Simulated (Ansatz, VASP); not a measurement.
## Hg in VASP and in Ansatz

Contents of INCAR:

```
PREC = Accurate
ENCUT = 520
EDIFF = 1E-6
ISMEAR = -1
SIGMA = 0.05
LREAL = F
LASPH = T
NELM = 100
ALGO = Normal
ISIF = 2
LWAVE = F
LCHARG = F
GGA = PS
NBANDS = 25
```

Contents of KPOINTS:

```
regular mesh
0
Gamma
  8 8 9
```

POSCAR

```
Hg
1.0
    4.5997457407      0.0000000000      0.0000000000
   -2.2998728704      3.9834966624      0.0000000000
    0.0000000000      0.0000000000      3.9209268928
Hg
3
Direct
    0.3333333333      0.6666666667      0.5000000000
    0.0000000000      0.0000000000      0.0000000000
    0.6666666667      0.3333333333      0.5000000000
```

Input for Ansatz:

```yaml
crystal:
  lattice:
    - [4.5997457407, 0.0, 0.0]
    - [-2.2998728704, 3.9834966624, 0.0]
    - [0.0, 0.0, 3.9209268928]
  atoms:
    - { symbol: Hg, position: [0.3333333333, 0.6666666667, 0.5] }
    - { symbol: Hg, position: [0.0, 0.0, 0.0] }
    - { symbol: Hg, position: [0.6666666667, 0.3333333333, 0.5] }
kpoints:
  mp_grid: { grid: [8, 8, 9] }
  band_path:
    path:
      - [0.0, 0.0, 0.0]
      - [0.5, 0.0, 0.0]
      - [0.3333333333, 0.3333333333, 0.0]
      - [0.0, 0.0, 0.0]
      - [0.0, 0.0, 0.5]
      - [0.5, 0.0, 0.5]
      - [0.3333333333, 0.3333333333, 0.5]
      - [0.0, 0.0, 0.5]
      - [0.5, 0.0, 0.5]
    npoints: 5
scf:
  occupations: { method: fermi_dirac, width: 0.05 }
hamiltonian:
  xc: pbesol
  pseudopotentials: { kind: all_electron, lapw: { basis_error: 0.0005 } }
output:
  forces: true
  stress: true
  eigenvalues: true
```

Change from the starting cell: volume scaled by 1.04.

Alike in both runs: task single point; functional PBEsol; k mesh 8 × 8 × 9; occupations fermi-dirac, width 0.05 eV; no spin polarisation.

|  | VASP | Ansatz |
| --- | --- | --- |
| version | VASP 6.6.1 | Ansatz 0.2.0 |
| potentials or method | VASP PAW PBE potentials, release 64 (Hg), cutoff 520 eV | all-electron LAPW, scalar-relativistic |

|  | VASP | Ansatz | Ansatz less VASP |
| --- | --- | --- | --- |
| pressure (GPa) | 5.7 | 5.0 | -0.70 |
| traceless stress, the component that is largest in VASP (GPa) | -6.96 | -6.48 | +0.479 |

VASP's potentials were made for PBE, not for PBEsol. Ansatz ran all-electron here, and VASP with PAW potentials.

Spin-orbit coupling is off throughout.
